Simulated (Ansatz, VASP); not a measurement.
## Two plane-wave programs on ZnO

```xyz
4
Lattice="3.1067 0.0000 0.0000 -1.5533 2.6905 0.0000 0.0000 0.0000 5.4132" Properties=species:S:1:pos:R:3 pbc="T T T"
Zn    0.0000    1.7936    0.0611
Zn    1.5533    0.8968    2.7677
O     0.0000    1.7936    2.0073
O     1.5533    0.8968    4.7139
```

Change from the starting cell: band edges of the strained film's bulk.

Alike in both runs: task single point; functional r2SCAN; k mesh 9 × 9 × 5; occupations gaussian, width 0.02 eV; no spin polarisation.

|  | VASP | Ansatz |
| --- | --- | --- |
| version | VASP 6.6.1 | Ansatz 0.2.0 |
| potentials or method | VASP PAW PBE potentials, release 64 (Zn, O), cutoff 520 eV | scalar-relativistic, plane waves, PAW |
| valence electrons in the cell | 36 | 36 |

VASP gave:

- gap on the k mesh at the Fermi level (eV): 1.17
- least direct gap on the mesh (eV): 1.17
- pressure (GPa): 7.4
- traceless stress, the component that is largest in VASP (GPa): -6.24
- rms of the force components (eV/Å): 0.005

Question: Which values does Ansatz return?

Answer: gap on the k mesh at the Fermi level (eV): 1.17; least direct gap on the mesh (eV): 1.17; pressure (GPa): 6.2; traceless stress, the component that is largest in VASP (GPa): -6.21; rms of the force components (eV/Å): 0.001.

VASP's potentials were made for PBE, not for r2SCAN. Atom by atom the forces differ by 0.006 eV/Å (rms over components). With one functional, cell and mesh, what is left measures potentials, basis and numerics.
